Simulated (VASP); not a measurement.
Write the native input for VASP 6.6.1 that does the following.

| Property | Result |
| --- | --- |
| Task | single point |
| Functional | PBE |
| Dispersion | D3(BJ) |
| Potentials or basis | VASP PAW PBE potentials, release 64 (Zn, O, H) |
| Cutoff | 520 eV |
| k mesh | 5 × 5 × 1 |
| Occupations | gaussian, width 0.05 eV |
| Spin | no spin polarisation |
| Dipole correction | no |
| Further INCAR settings | LREAL = Auto; ALGO = Normal; EDIFF = 1e-06; NBANDS = 89 |

The structure of Zn12H2O lies in POSCAR:

```
Zn12H2O
1.0
    5.3200000000      0.0000000000      0.0000000000
    2.6600000000      4.6072550000      0.0000000000
    0.0000000000      0.0000000000     17.9369600000
Zn O H
12 1 2
Direct
    0.0000000000      0.0000000000      0.0557508073
    0.5000000000      0.0000000000      0.0557508073
   -0.0000000543      0.5000001085      0.0557508073
    0.4999999457      0.5000001085      0.0557508073
   -0.1971722704      0.3476979243      0.1852075826
    0.3167941807      0.3419819394      0.1919721068
   -0.1972681179      0.8502602960      0.1852939406
    0.3102890152      0.8450888870      0.1875330602
   -0.0812122518      0.0412831502      0.3093925615
    0.4082992294      0.0477887593      0.3414327177
   -0.0641433847      0.5325251153      0.3067485237
    0.4071389982      0.5456524547      0.3427866818
    0.4108165548      0.7978924544      0.4279794346
    0.6336768561      0.1825944082      0.3785028232
    0.2234629644      0.8932830937      0.4533647285
```

These files were run (other wordings do the same):

INCAR

```
  PREC = Accurate
  ENCUT = 520
  EDIFF = 1E-6
  ISMEAR = 0
  SIGMA = 0.05
  LREAL = Auto
  LASPH = True
  NELM = 100
  ALGO = Normal
  ISIF = 2
  LWAVE = False
  LCHARG = False
  GGA = PE
  IVDW = 12
  NBANDS = 89
  LUSENCCL = False
```

KPOINTS

```
Automatic mesh
0
Gamma
  5 5 1
```

Potentials or basis: VASP PAW PBE potentials, release 64 (Zn, O, H).

Command:

```console
$ cat potpaw_PBE.64/Zn/POTCAR potpaw_PBE.64/O/POTCAR potpaw_PBE.64/H/POTCAR > POTCAR
$ mpirun -np 1 vasp_std > vasp.out
```

It gave:

* Largest force: 0.149 eV/Å
* Band gap on the k mesh: zero (bands 76 and 77 overlap by 1.04 eV)
* Dispersion energy per atom: -0.250 eV

Caveat: there is no dipole correction, which matters where the two faces differ.

Run time: 3.7 min on 1 × NVIDIA H100 80GB with 1 thread of AMD EPYC 7R13 Processor (Zen 3), on a shared host, peak memory 1.6 GiB.
